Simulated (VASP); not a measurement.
Wanted: the native input for a VASP 6.6.1 run.

| Property | Result |
| --- | --- |
| Task | single point |
| Functional | PBE |
| Dispersion | D3(BJ) |
| Potentials or basis | VASP PAW PBE potentials, release 64 (Si, H, O) |
| Cutoff | 520 eV |
| k mesh | 3 × 3 × 1 |
| Occupations | gaussian, width 0.05 eV |
| Spin | no spin polarisation |
| Dipole correction | yes |
| Further INCAR settings | LREAL = Auto; ALGO = Normal; EDIFF = 1e-07; NBANDS = 77 |

The structure of Si8H5O3 lies in POSCAR:

```
Si8H5O3
1.0
    7.6671877233      0.0000000000      0.0000000000
   -3.8335938617      6.6399793440      0.0000000000
    0.0000000000      0.0000000000     26.3340384587
Si H O
16 10 6
Direct
    0.6666666667      0.3333333333      0.3584714139
    0.6666666667      0.8333333333      0.3584714139
    0.1666666667      0.3333333333      0.3584714139
    0.1666666667      0.8333333333      0.3584714139
    0.5000000000      0.5000000000      0.3881869120
    0.5000000000      0.0000000000      0.3881869120
    0.0000000000      0.5000000000      0.3881869120
    0.0000000000      0.0000000000      0.3881869120
    0.0025430686      0.4960339519      0.4751602262
   -0.0008303747     -0.0056329128      0.4781769897
    0.5033690346      0.4995804674      0.4784237488
    0.5005809626      0.0000616455      0.4773449720
    0.8395502718      0.6585418671      0.5076552243
    0.8355452533      0.1662523595      0.5061204483
    0.3322632889      0.6651680352      0.5059232697
    0.3331317417      0.1647701336      0.5075691304
    0.6653514983      0.3336342776      0.3014211010
    0.6661719087      0.8331931186      0.3014090201
    0.1688667030      0.3309264631      0.3014234071
    0.1665171389      0.8342554485      0.3014209472
    0.7877964797      0.6701517015      0.5933621087
    0.8254364426      0.2902965243      0.5831653888
    0.2181082020      0.6896900398      0.5838641204
    0.2669371321      0.1974940118      0.5905943345
    0.7694383950      1.0003657577      0.6217411531
    0.5101324854      0.6933849837      0.6108642527
    0.8669652325      0.6325653748      0.5696793733
    0.8481302610      0.1835010798      0.5704678930
    0.3157147861      0.6552501916      0.5703894939
    0.3437607961      0.1517277417      0.5710085466
    0.7180182904      0.9084957398      0.6513571999
    0.6349720922      0.7116777753      0.6273711835
```

The input as run:

INCAR

```
PREC = Accurate
ENCUT = 520
EDIFF = 1E-7
ISMEAR = 0
SIGMA = 0.05
LREAL = Auto
LASPH = T
NELM = 60
ALGO = Normal
ISIF = 2
LWAVE = F
LCHARG = F
LDIPOL = T
IDIPOL = 3
DIPOL = 0.5 0.5 0.477
GGA = PE
IVDW = 12
NBANDS = 77
```

KPOINTS

```
regular mesh
0
Gamma
  3 3 1
```

Potentials or basis: VASP PAW PBE potentials, release 64 (Si, H, O).

Command:

```sh
$ cat potpaw_PBE.64/Si/POTCAR potpaw_PBE.64/H/POTCAR potpaw_PBE.64/O/POTCAR > POTCAR
$ mpirun -np 1 vasp_std > vasp.out
```

Results of the run:

| Item | Value |
| --- | --- |
| Largest force | 0.657 eV/Å |
| Band gap on the k mesh | 1.12 eV |
| Dispersion energy per atom | -0.138 eV |

It took 59 min on 1 thread of Intel Xeon 8259CL (shared host), peak memory 1.4 GiB.
